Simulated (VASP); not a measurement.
# Sn (I4_1/amd) in VASP: further runs, part 2 of 2

VASP 6.6.1. Earlier steps stand in the parts before.

### 3 Single point, PBE

This run uses another cell than the first one, of 25.72 Å³/atom.

File INCAR:

```
PREC = Accurate ; ENCUT = 520
EDIFF = 1E-6 ; ISMEAR = -1
SIGMA = 0.1 ; LREAL = F
LASPH = T ; NELM = 80
ALGO = Normal ; ISIF = 2
LWAVE = F ; LCHARG = F
GGA = PE ; NBANDS = 21
```

File KPOINTS:

```
regular mesh
0
Gamma
  10 10 10
```

File POSCAR:

```
Sn
1.0
   -2.8667841859      2.8667841859      1.5649465809
    2.8667841859     -2.8667841859      1.5649465809
    2.8667841859      2.8667841859     -1.5649465809
Sn
2
Direct
    0.0000000000      0.0000000000      0.0000000000
    0.7500000000      0.2500000000      0.5000000000
```

Potentials or basis: VASP PAW PBE potentials, release 64 (Sn_d).

Launch:

```sh
cat potpaw_PBE.64/Sn_d/POTCAR > POTCAR
mpirun -np 1 vasp_std > vasp.out
```

OUTCAR:

```text
PREC = Accurate
   ENCUT = 520
   EDIFF = 1E-6
   ISMEAR = -1
   LREAL = F
   LASPH = T
   NELM = 80
   ISIF = 2
   GGA = PE

 ion  position               nearest neighbor table
   1  0.000  0.000  0.000-   2 2.97   2 2.97   2 2.97   2 2.97   2 3.71   2 3.71   2 3.71   2 3.71

   2  0.750  0.250  0.500-   1 2.97   1 2.97   1 2.97   1 2.97   1 3.71   1 3.71   1 3.71   1 3.71

  LATTYP: Found a body centered tetragonal cell.
 ALAT       =     5.7335683718
 C/A-ratio  =     0.5458892192

  Lattice vectors:

 A1 = (  -2.8667841859,   2.8667841859,   1.5649465809)
 A2 = (   2.8667841859,  -2.8667841859,   1.5649465809)
 A3 = (   2.8667841859,   2.8667841859,  -1.5649465809)

Analysis of symmetry for initial positions (statically):
=====================================================================
 Subroutine PRICEL returns:
 Original cell was already a primitive cell.

 Routine SETGRP: Setting up the symmetry group for a
 body centered tetragonal supercell.

 Subroutine GETGRP returns: Found 16 space group operations
 (whereof  8 operations were pure point group operations)
 out of a pool of 16 trial point group operations.

The static configuration has the point symmetry D_2d.
 The point group associated with its full space group is D_4h.

Analysis of symmetry for dynamics (positions and initial velocities):
=====================================================================
 Subroutine PRICEL returns:
 Original cell was already a primitive cell.

 Routine SETGRP: Setting up the symmetry group for a
 body centered tetragonal supercell.

 Subroutine GETGRP returns: Found 16 space group operations
 (whereof  8 operations were pure point group operations)
 out of a pool of 16 trial point group operations.

The dynamic configuration has the point symmetry D_2d.
 The point group associated with its full space group is D_4h.

 Subroutine INISYM returns: Found 16 space group operations
 (whereof  8 operations are pure point group operations),
 and found     1 'primitive' translations

----------------------------------------------------------------------------------------

                                     Primitive cell

  volume of cell :      51.4458

  direct lattice vectors                    reciprocal lattice vectors
    -2.866784186  2.866784186  1.564946581     0.000000000  0.174411455  0.319499724
     2.866784186 -2.866784186  1.564946581     0.174411455  0.000000000  0.319499724
     2.866784186  2.866784186 -1.564946581     0.174411455  0.174411455  0.000000000

  length of vectors
     4.345798078  4.345798078  4.345798078     0.364004710  0.364004710  0.246655045

  position of ions in fractional coordinates (direct lattice)
     0.000000000  0.000000000  0.000000000
     0.750000000  0.250000000  0.500000000

  ion indices of the primitive-cell ions
   primitive index   ion index
                 1           1
                 2           2

----------------------------------------------------------------------------------------

 KPOINTS: regular mesh

Automatic generation of k-mesh.
 Grid dimensions read from file:
 generate k-points for:   10   10   10

 Generating k-lattice:

  Cartesian coordinates                     Fractional coordinates (reciprocal lattice)
     0.000000000  0.017441145  0.031949972     0.100000000 -0.000000000  0.000000000
     0.017441145  0.000000000  0.031949972    -0.000000000  0.100000000  0.000000000
     0.017441145  0.017441145  0.000000000     0.000000000  0.000000000  0.100000000

  Length of vectors
     0.036400471  0.036400471  0.024665504

  Shift w.r.t. Gamma in fractional coordinates (k-lattice)
     0.000000000  0.000000000  0.000000000

 Subroutine IBZKPT returns following result:
 ===========================================

 Found    102 irreducible k-points:

 Following reciprocal coordinates:
            Coordinates               Weight
  0.000000  0.000000  0.000000      1.000000
  0.100000  0.000000 -0.000000      8.000000
  0.200000  0.000000 -0.000000      8.000000
  0.300000  0.000000  0.000000      8.000000
  0.400000  0.000000 -0.000000      8.000000
  0.500000  0.000000 -0.000000      4.000000
[... 16 lines left out ...]
  0.300000  0.300000  0.000000      8.000000
  0.400000  0.300000  0.000000     16.000000
 [... further k-points ...]
   k-points           NKPTS =    102   k-points in BZ     NKDIM =    102   number of bands    NBANDS=     21
   number of dos      NEDOS =    301   number of ions     NIONS =      2
   total plane-waves  NPLWV =  32768
   dimension x,y,z NGX =    32 NGY =   32 NGZ =   32
   dimension x,y,z NGXF=    64 NGYF=   64 NGZF=   64
   ions per type =               2
   NGX,Y,Z   is equivalent  to a cutoff of  12.24, 12.24, 12.24 a.u.
   NGXF,Y,Z  is equivalent  to a cutoff of  24.48, 24.48, 24.48 a.u.
 SYSTEM =  unknown system
   PREC   = accura    normal or accurate (medium, high low for compatibility)
   ISTART =      0    job   : 0-new  1-cont  2-samecut
   ICHARG =      2    charge: 1-file 2-atom 10-const
   ISPIN  =      1    spin polarized calculation?
   LNONCOLLINEAR =      F non collinear calculations
   LSORBIT =      F    spin-orbit coupling
   LASPH  =      T    aspherical Exc in radial PAW
   ENCUT  =  520.0 eV  38.22 Ry    6.18 a.u.   8.08  8.08  8.08*2*pi/ulx,y,z
   NELM   =     80;   NELMIN=  2; NELMDL= -5     # of ELM steps
   EDIFF  = 0.1E-05   stopping-criterion for ELM
   LREAL  =      F    real-space projection
   EDIFFG = 0.1E-04   stopping-criterion for IOM
   NSW    =      0    number of steps for IOM
   IBRION =     -1    ionic relax: 0-MD 1-quasi-New 2-CG
   NFREE  =      0    steps in history (QN), initial steepest desc. (CG)
   ISIF   =      2    stress and relaxation
   ISYM   =      2    0-nonsym 1-usesym 2-fastsym
   POTIM  = 0.5000    time-step for ionic-motion
   TEBEG  =    0.0;   TEEND  =   0.0 temperature during run
   PSTRESS=    0.0 pullay stress
   NELECT =      28.0000    total number of electrons
   NUPDOWN=      -1.0000    fix difference up-down
   EMIN   =  10.00;   EMAX   =-10.00  energy-range for DOS
   EFERMI =   0.00;   METHOD = LEGACY
   ISMEAR =    -1;   SIGMA  =   0.10  broadening in eV -4-tet -1-fermi 0-gaus
   EFERMI_NEDOS =   21; number of points for ismear=-14 and -15
   IALGO  =     38    algorithm
   IMIX   =      4    mixing-type and parameters
     AMIX     =   0.40;   BMIX     =  1.00
     AMIX_MAG =   1.60;   BMIX_MAG =  1.00
  volume/ion in A,a.u.               =      25.72       173.59
  Fermi-wavevector in a.u.,A,eV,Ry     =   1.336629  2.525863 24.307871  1.786578
  Thomas-Fermi vector in A             =   2.465241
   LORBIT       =      0    0 simple, 1 ext, 2 COOP (PROOUT), +10 PAW based schemes
   GGA     = PE    functional components
   LHFCALC =     F    Hartree Fock is set to
   AEXX    =    0.0000 exact exchange contribution
   IVDW    =     0    specifies the selected vdW correction
   LEPSILON=     F    determine dielectric tensor
   LRPA    =     F    only Hartree local field effects (RPA)
 non-spin polarized calculation
  energy-cutoff  :      520.00
  volume of cell :       51.45
 maximum number of plane-waves:      1410
   NGX = 17   NGY = 17   NGZ = 17

 number of electron      28.0000022 magnetization

 Free energy of the ion-electron system (eV)
  ---------------------------------------------------
  ext. energy  EPLUGINS =         0.00000000
  ---------------------------------------------------
  free energy    TOTEN  =        -7.53194636 eV

  energy without entropy =       -7.50341301  energy(sigma->0) =       -7.51767969

 E-fermi :   8.6927     XC(G=0): -10.5594

 val. band max:        8.6860315018   @ k =   0.2000   0.1000   0.0000
 cond. band min:       8.7151131218   @ k =   0.2000   0.0000  -0.0000
 fundamental gap:      0.0290816200
 Fermi energy:         8.6927349320

 k-point     1 :       0.0000    0.0000    0.0000
  band No.  band energies     occupation
      1     -13.0890      2.00000
      2     -12.9846      2.00000
      3     -12.9455      2.00000
      4     -12.9236      2.00000
      5     -12.7493      2.00000
      6     -12.7493      2.00000
[... 13 lines left out ...]
     20      18.7998      0.00000
     21      19.4662      0.00000

 k-point     2 :       0.1000    0.0000   -0.0000
  band No.  band energies     occupation
      1     -13.0817      2.00000
      2     -12.9621      2.00000
      3     -12.9368      2.00000
      4     -12.8971      2.00000
      5     -12.7659      2.00000
      6     -12.7624      2.00000
[... 520 lines left out ...]
 k-point    24 :       0.4000    0.3000    0.0000
  band No.  band energies     occupation
      1     -12.9745      2.00000
      2     -12.9184      2.00000
      3     -12.8857      2.00000
      4     -12.8519      2.00000
      5     -12.8082      2.00000
      6     -12.7399      2.00000
[... 13 lines left out ...]
     20      18.0737      0.00000
     21      18.8514      0.00000

 [... further k-points ...]
[... 5 lines left out ...]
  --------------------------------------------------------------------------------------
  -------------------------------------------------------------------------------------
  Total        2.0466839      2.0466839      1.6690007      0.0000000      0.0000000      0.0000000
  in kB       63.7399698     63.7399698     51.9777625      0.0000000      0.0000000      0.0000000
  external PRESSURE =      59.8192341 kB  Pullay stress =       0.0000000 kB

 VOLUME and BASIS-vectors are now :
 -----------------------------------------------------------------------------
  energy-cutoff  :      520.00
  volume of cell :       51.45
      direct lattice vectors                 reciprocal lattice vectors
    -2.866784186  2.866784186  1.564946581     0.000000000  0.174411455  0.319499724
     2.866784186 -2.866784186  1.564946581     0.174411455  0.000000000  0.319499724
     2.866784186  2.866784186 -1.564946581     0.174411455  0.174411455  0.000000000

 POSITION                                       TOTAL-FORCE (eV/Angst)
 -----------------------------------------------------------------------------------
      0.00000      0.00000      0.00000        -0.000000     -0.000000     -0.000000
      0.00000      2.86678      0.78247         0.000000      0.000000      0.000000
 -----------------------------------------------------------------------------------
    total drift:                                0.000000     -0.000000      0.000000

  FREE ENERGIE OF THE ION-ELECTRON SYSTEM (eV)
  ---------------------------------------------------
  free  energy   TOTEN  =        -7.5319463650 eV

  energy  without entropy=       -7.5034130119  energy(sigma->0) =       -7.51767969
```

It took 34 s on 1 thread of Intel Xeon Platinum 8559C (Emerald Rapids), shared host; peak memory 0.22 GiB.

Results:

```yaml
Free_energy: -7.5319 eV
Pressure: 6.0 GPa
Band_gap_on_the_k_mesh: zero (bands 14 and 15 overlap by 4.14 eV)
```

Stress tensor (GPa, compression positive):
```
6.37 0.00 0.00
0.00 6.37 0.00
0.00 0.00 5.20
```

Caveat: the cell stands under pressure; spin-orbit coupling is left out, which moves the levels of the heavy elements.

### 4 Single point, PBE

This run uses another cell than the first one, of 26.45 Å³/atom.

File INCAR:

```
PREC = Accurate
ENCUT = 520
EDIFF = 1E-6
ISMEAR = -1
SIGMA = 0.1
LREAL = F
LASPH = T
NELM = 60
ALGO = Normal
ISIF = 2
LWAVE = F
LCHARG = F
GGA = PE
NBANDS = 21
```

File KPOINTS:

```
Automatic mesh
0
Gamma
  10 10 10
```

File POSCAR:

```
Sn
1.0
   -2.8934534773      2.8934534773      1.5795050596
    2.8934534773     -2.8934534773      1.5795050596
    2.8934534773      2.8934534773     -1.5795050596
Sn
2
Direct
    0.0000000000      0.0000000000      0.0000000000
    0.7500000000      0.2500000000      0.5000000000
```

Launch:

```sh
cat potpaw_PBE.64/Sn_d/POTCAR > POTCAR
mpirun -np 1 vasp_std > vasp.out
```

Wall time 51 s (1 thread of Intel Xeon Platinum 8559C (Emerald Rapids), shared host); peak memory 0.25 GiB.

It converged, with:

| Item | Value |
| --- | --- |
| Free energy | -7.5778 eV |
| Pressure | 4.0 GPa |
| Band gap on the k mesh | zero (bands 14 and 15 overlap by 4.01 eV) |

Stress tensor (GPa, compression positive):
```
4.39 0.00 0.00
0.00 4.39 0.00
0.00 0.00 3.29
```

Levels at points of the mesh, in eV from the Fermi level:
```
           k point  band 12  band 13  band 14  band 15  band 16  band 17
(0.00, 0.00, 0.00)    -3.57    -2.07    -2.07     2.91     6.34     6.34
(0.50, 0.00, 0.00)    -5.53    -2.32    -1.79    -1.23     2.19     2.89
(0.50, 0.50, 0.00)    -9.06     0.57     0.57     1.62     1.62     6.06
(0.50, 0.50, 0.50)    -7.64    -4.99    -4.99     5.06     5.06     9.65
```

Caveat: the cell stands under pressure; spin-orbit coupling is left out, which moves the levels of the heavy elements.

### 5 Single point, PBE

This run uses another cell than the first one, of 27.17 Å³/atom.

File INCAR:

```
  ALGO = Normal
  EDIFF = 1E-6
  ENCUT = 520
  GGA = PE
  ISIF = 2
  ISMEAR = -1
  LASPH = True
  LCHARG = False
  LREAL = False
  LWAVE = False
  NBANDS = 21
  NELM = 100
  PREC = Accurate
  SIGMA = 0.1
```

File KPOINTS:

```
k-points
0
Gamma
  10 10 10
```

File POSCAR:

```
Sn
1.0
   -2.9196400000      2.9196400000      1.5938000000
    2.9196400000     -2.9196400000      1.5938000000
    2.9196400000      2.9196400000     -1.5938000000
Sn
2
Direct
    0.0000000000      0.0000000000      0.0000000000
    0.7500000000      0.2500000000      0.5000000000
```

Launch:

```sh
cat potpaw_PBE.64/Sn_d/POTCAR > POTCAR
mpirun -np 1 vasp_std > vasp.out
```

Wall time 43 s (1 thread of Intel Xeon Platinum 8559C (Emerald Rapids), shared host); peak memory 0.24 GiB.

Results (log left out):

```
Free energy            : -7.6073 eV
Pressure               : 2.4 GPa
Band gap on the k mesh : zero (bands 14 and 15 overlap by 3.88 eV)
```

Stress tensor (GPa, compression positive):
```
2.71 0.00 0.00
0.00 2.71 0.00
0.00 0.00 1.71
```

Levels at points of the mesh, in eV from the Fermi level:
| k point | band 10 | band 11 | band 12 | band 13 | band 14 | band 15 | band 16 | band 17 | band 18 | band 19 |
| --- | --- | --- | --- | --- | --- | --- | --- | --- | --- | --- |
| (0.00, 0.00, 0.00) | -21.19 | -11.15 | -3.65 | -2.00 | -2.00 | 2.95 | 6.21 | 6.21 | 6.78 | 6.88 |
| (0.50, 0.00, 0.00) | -21.26 | -6.96 | -5.43 | -2.34 | -1.72 | -1.18 | 2.22 | 2.82 | 4.66 | 7.17 |
| (0.50, 0.50, 0.00) | -21.32 | -8.91 | -8.91 | 0.57 | 0.57 | 1.57 | 1.57 | 5.95 | 5.95 | 9.47 |
| (0.50, 0.50, 0.50) | -21.38 | -7.57 | -7.57 | -4.83 | -4.83 | 4.97 | 4.97 | 9.38 | 9.38 | 12.55 |

Caveat: spin-orbit coupling is left out, which moves the levels of the heavy elements.

### 6 Overview

| cell | gap on the mesh (eV) | pressure (GPa) |
| --- | --- | --- |
| a = 4.305 Å, angles 97.5, 97.5, 137.8°, 2 atoms | none | 8.3 |
| a = 4.346 Å, angles 97.5, 97.5, 137.8°, 2 atoms | none | 6.0 |
| a = 4.386 Å, angles 97.5, 97.5, 137.8°, 2 atoms | none | 4.0 |
| a = 4.426 Å, angles 97.5, 97.5, 137.8°, 2 atoms | none | 2.4 |

Alike in all rows: task single point; level PBE; potentials or basis VASP PAW PBE potentials, release 64 (Sn_d); no spin polarisation; k mesh 10 × 10 × 10; cutoff (eV) 520; smearing fermi-dirac 0.1 eV.

Caveats: spin-orbit coupling is left out, which moves the levels of the heavy elements; the cell stands under pressure (at least some runs).

Total energies depend on the potentials used, so only differences within one code and one set of settings carry meaning.
